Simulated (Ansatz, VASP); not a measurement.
Two plane-wave programs on CuO

```
Cu O
1.0
     1.99097   -2.15355    0.00000
     1.99097    2.15355    0.00000
     0.00000    0.00000    5.15593
Cu O
2 2
Direct
  0.50000 0.00000 0.00000
  0.00000 0.50000 0.50000
  0.50000 0.50000 0.25000
  0.50000 0.50000 0.75000
```

Alike in both runs: functional r2SCAN; k mesh 9 × 9 × 5; occupations fermi-dirac, width 0.05 eV; no spin polarisation.

|  | VASP | Ansatz |
| --- | --- | --- |
| version | VASP 6.6.1 | Ansatz 0.2.0 |
| potentials or method | VASP PAW PBE potentials, release 64 (Cu, O) | Ansatz PAW |
| plane-wave cutoff (eV) | 520 | 500 |
| valence electrons in the cell | 34 | 50 |
| task | single point | band structure |

Ansatz gave:

```
gap on the k mesh at the Fermi level (eV)                     : none
pressure (GPa)                                                : -4.9
traceless stress, the component that is largest in VASP (GPa) : 0.96
```

**Question.** Estimate VASP's values.

**Answer.** gap on the k mesh at the Fermi level (eV): none; pressure (GPa): -4.0; traceless stress, the component that is largest in VASP (GPa): 0.79.

VASP's potentials were made for PBE, not for r2SCAN. A gap of «none» marks a metal or a gap that the smearing closes. VASP's potentials hold 34 valence electrons a cell and Ansatz's 50, so a difference there can come from the potentials and not from the codes.
